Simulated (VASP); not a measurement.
# Si2Ni (Fm-3m) in VASP: notebook, part 2 of 2

VASP 6.6.1. Earlier steps stand in the parts before.

## (3) Single point, LDA, collinear spin, ferromagnetic start

Input file INCAR:

```
ALGO = Normal
EDIFF = 1E-7
ENCUT = 520
ISIF = 2
ISMEAR = 0
ISPIN = 2
LASPH = T
LCHARG = F
LMAXMIX = 4
LORBIT = 11
LREAL = F
LWAVE = F
MAGMOM = 0 0 0.75
NBANDS = 20
NELM = 150
NUPDOWN = 0.75
PREC = Accurate
SIGMA = 0.15
```

Input file KPOINTS:

```
k-points
0
Gamma
  14 14 14
```

Input file POSCAR:

```
Si2Ni
1.0
    0.0000000000      2.5042594055      2.5042594055
    2.5042594055      0.0000000000      2.5042594055
    2.5042594055      2.5042594055      0.0000000000
Si Ni
2 1
Direct
    0.2500000000      0.2500000000      0.2500000000
    0.7500000000      0.7500000000      0.7500000000
    0.0000000000      0.0000000000      0.0000000000
```

Potentials or basis: VASP PAW LDA potentials, release 64 (Si, Ni).

Launch:

```
$ cat potpaw_LDA.64/Si/POTCAR potpaw_LDA.64/Ni/POTCAR > POTCAR
$ mpirun -np 1 vasp_std > vasp.out
```

OUTCAR:

```text
EDIFF = 1E-7
   ENCUT = 520
   ISIF = 2
   ISMEAR = 0
   ISPIN = 2
   LASPH = T
   LORBIT = 11
   LREAL = F
   NELM = 150
   NUPDOWN = 0.75
   PREC = Accurate

 ion  position               nearest neighbor table
   1  0.250  0.250  0.250-   3 2.17   3 2.17   3 2.17   3 2.17   2 2.50   2 2.50   2 2.50   2 2.50
                             2 2.50   2 2.50
   2  0.750  0.750  0.750-   3 2.17   3 2.17   3 2.17   3 2.17   1 2.50   1 2.50   1 2.50   1 2.50
                             1 2.50   1 2.50
   3  0.000  0.000  0.000-   2 2.17   2 2.17   2 2.17   1 2.17   2 2.17   1 2.17   1 2.17   1 2.17

  LATTYP: Found a face centered cubic cell.
 ALAT       =     5.0085188110

  Lattice vectors:

 A1 = (   0.0000000000,   2.5042594055,   2.5042594055)
[... 1327 lines left out ...]
     0.000000000  2.504259406  2.504259406    -0.199659827  0.199659827  0.199659827
     2.504259406  0.000000000  2.504259406     0.199659827 -0.199659827  0.199659827
     2.504259406  2.504259406  0.000000000     0.199659827  0.199659827 -0.199659827

 POSITION                                       TOTAL-FORCE (eV/Angst)
 -----------------------------------------------------------------------------------
      1.25213      1.25213      1.25213         0.000000      0.000000      0.000000
      3.75639      3.75639      3.75639        -0.000000     -0.000000     -0.000000
      0.00000      0.00000      0.00000        -0.000000     -0.000000     -0.000000
 -----------------------------------------------------------------------------------
    total drift:                               -0.000000     -0.000000      0.000000

  FREE ENERGIE OF THE ION-ELECTRON SYSTEM (eV)
  ---------------------------------------------------
  free  energy   TOTEN  =       -18.4981618787 eV

  energy  without entropy=      -18.4871393786  energy(sigma->0) =      -18.49265063

 total charge

# of ion       s       p       d       tot
------------------------------------------
    1        0.752   1.015   0.000   1.767
    2        0.752   1.015   0.000   1.767
    3        0.702   1.137   8.672  10.511
--------------------------------------------------
tot          2.207   3.167   8.672  14.045

 magnetization (x)

# of ion       s       p       d       tot
------------------------------------------
    1        0.044   0.049   0.000   0.093
    2        0.044   0.049   0.000   0.093
    3        0.008   0.080   0.259   0.348
--------------------------------------------------
tot          0.096   0.178   0.259   0.533
```

stdout:

```text
POSCAR found type information on POSCAR SiNi
 POSCAR found :  2 types and       3 ions
 scaLAPACK will be used
 LDA part: xc-table for (Slater(with rela. corr.)+CA(PZ))
 , standard interpolation
 POSCAR, INCAR and KPOINTS ok, starting setup
 FFT: planning ... GRIDC
 FFT: planning ... GRID_SOFT
 FFT: planning ... GRID
 WAVECAR not read
 entering main loop
```

Wall time 5 min (1 thread of AMD EPYC 7R13, shared host); peak memory 0.19 GiB.

What came out:

```yaml
Free_energy: -18.4982 eV
Pressure: 57.0 GPa
Net_moment: 0.75 μB per cell
Site_moments: Si +0.09; Ni +0.35 μB
Valence_electrons_inside_the_program's_atomic_spheres: Si 1.77; Ni 10.51
```

Caveat: the total moment is fixed, so each spin has its own Fermi level.

## (4) Single point, LDA, collinear spin, ferromagnetic start

Input file INCAR:

```
SYSTEM = Si2Ni
  PREC = Accurate
  ENCUT = 520
  EDIFF = 1E-6
  ISMEAR = 0
  SIGMA = 0.15
  LREAL = .False.
  LASPH = .True.
  NELM = 150
  ALGO = Normal
  ISIF = 2
  LWAVE = .False.
  LCHARG = .False.
  ISPIN = 2
  MAGMOM = 0 0 0.25
  LORBIT = 11
  NUPDOWN = 0.25
  LMAXMIX = 4
  NBANDS = 20
```

Input file KPOINTS:

```
regular mesh
0
Gamma
  14 14 14
  0 0 0
```

POSCAR is that of step 3.

Launch:

```
$ cat potpaw_LDA.64/Si/POTCAR potpaw_LDA.64/Ni/POTCAR > POTCAR
$ mpirun -np 1 vasp_std > vasp.out
```

Run time: 4.5 min. Hardware: 1 thread of AMD EPYC 7R13, shared host; peak memory 0.19 GiB.

The run converged. Its results:

```
Free energy                                           : -18.9182 eV
Pressure                                              : 53.4 GPa
Net moment                                            : 0.25 μB per cell
Site moments                                          : Si +0.03; Ni +0.13 μB
Valence electrons inside the program's atomic spheres : Si 1.76; Ni 10.53
```

Caveat: the total moment is fixed, so each spin has its own Fermi level.

## (5) Single point, LDA, collinear spin, ferromagnetic start

This run uses another cell than the first one, of 14.30 Å³/atom, 1.366 times its volume.

Input file INCAR:

```
PREC = Accurate ; ENCUT = 520
EDIFF = 1E-6 ; ISMEAR = 0
SIGMA = 0.15 ; LREAL = F
LASPH = T ; NELM = 150
ALGO = Normal ; ISIF = 2
LWAVE = F ; LCHARG = T
ISPIN = 2 ; MAGMOM = 0 0 0.5
LORBIT = 11 ; NUPDOWN = 0.5
LMAXMIX = 4 ; LELF = T
LVHAR = T ; NBANDS = 20
```

Input file KPOINTS:

```
regular mesh
0
Gamma
  14 14 14
```

Input file POSCAR:

```
Si2Ni
1.0
    0.0000000000      2.7784916684      2.7784916684
    2.7784916684      0.0000000000      2.7784916684
    2.7784916684      2.7784916684      0.0000000000
Si Ni
2 1
Direct
    0.2500000000      0.2500000000      0.2500000000
    0.7500000000      0.7500000000      0.7500000000
    0.0000000000      0.0000000000      0.0000000000
```

Launch:

```
$ cat potpaw_LDA.64/Si/POTCAR potpaw_LDA.64/Ni/POTCAR > POTCAR
$ mpirun -np 1 vasp_std > vasp.out
```

Wall time 8.2 min (1 thread of AMD EPYC 7R13, shared host); peak memory 0.22 GiB.

It converged, with:

```
Free energy                                           : -19.5655 eV
Pressure                                              : -13.8 GPa
Net moment                                            : 0.50 μB per cell
Site moments                                          : Si +0.06; Ni +0.25 μB
Valence electrons inside the program's atomic spheres : Si 1.56; Ni 9.64
```

Caveat: the total moment is fixed, so each spin has its own Fermi level.

## (6) Single point, LDA, collinear spin, ferromagnetic start

This run uses another cell than the first one, of 14.30 Å³/atom, 1.366 times its volume.

Input file INCAR:

```
SYSTEM = Si2Ni
PREC = Accurate
ENCUT = 520
EDIFF = 1E-6
ISMEAR = 0
SIGMA = 0.15
LREAL = .False.
LASPH = .True.
NELM = 150
ALGO = Normal
ISIF = 2
LWAVE = .False.
LCHARG = .False.
ISPIN = 2
MAGMOM = 0 0 0.75
LORBIT = 11
NUPDOWN = 0.75
LMAXMIX = 4
GGA = CA
NBANDS = 20
```

Input file KPOINTS:

```
regular mesh
0
Gamma
  14 14 14
  0 0 0
```

POSCAR is that of step 5.

Potentials or basis: VASP PAW LDA potentials, release 64 (Si, Ni).

Launch:

```
$ cat potpaw_LDA.64/Si/POTCAR potpaw_LDA.64/Ni/POTCAR > POTCAR
$ mpirun -np 1 vasp_std > vasp.out
```

Run time: 7.2 min. Hardware: 1 thread of AMD EPYC 7R13, shared host; peak memory 0.22 GiB.

The run converged. Its results:

```yaml
Free_energy: -19.4218 eV
Pressure: -12.9 GPa
Net_moment: 0.75 μB per cell
Site_moments: Si +0.10; Ni +0.35 μB
Valence_electrons_inside_the_program's_atomic_spheres: Si 1.56; Ni 9.63
```

Caveat: the total moment is fixed, so each spin has its own Fermi level.

## (7) The runs side by side

| fixed moment (μB) | cell | pressure (GPa) | moment (μB) |
| --- | --- | --- | --- |
| 0.5 | a = 3.542 Å, angles 60.0°, 3 atoms | 55.0 | 0.50 |
| 0.75 | a = 3.542 Å, angles 60.0°, 3 atoms | 57.0 | 0.75 |
| 0.25 | a = 3.542 Å, angles 60.0°, 3 atoms | 53.4 | 0.25 |
| 0.5 | a = 3.929 Å, angles 60.0°, 3 atoms | -13.8 | 0.50 |
| 0.75 | a = 3.929 Å, angles 60.0°, 3 atoms | -12.9 | 0.75 |

Alike in all rows: task single point; level LDA; potentials or basis VASP PAW LDA potentials, release 64 (Si, Ni); spin collinear, ferromagnetic start; k mesh 14 × 14 × 14; cutoff (eV) 520; smearing gaussian 0.15 eV.

Caveats: the total moment is fixed, so each spin has its own Fermi level.

Absolute energies hang on the potentials; compare differences alone.
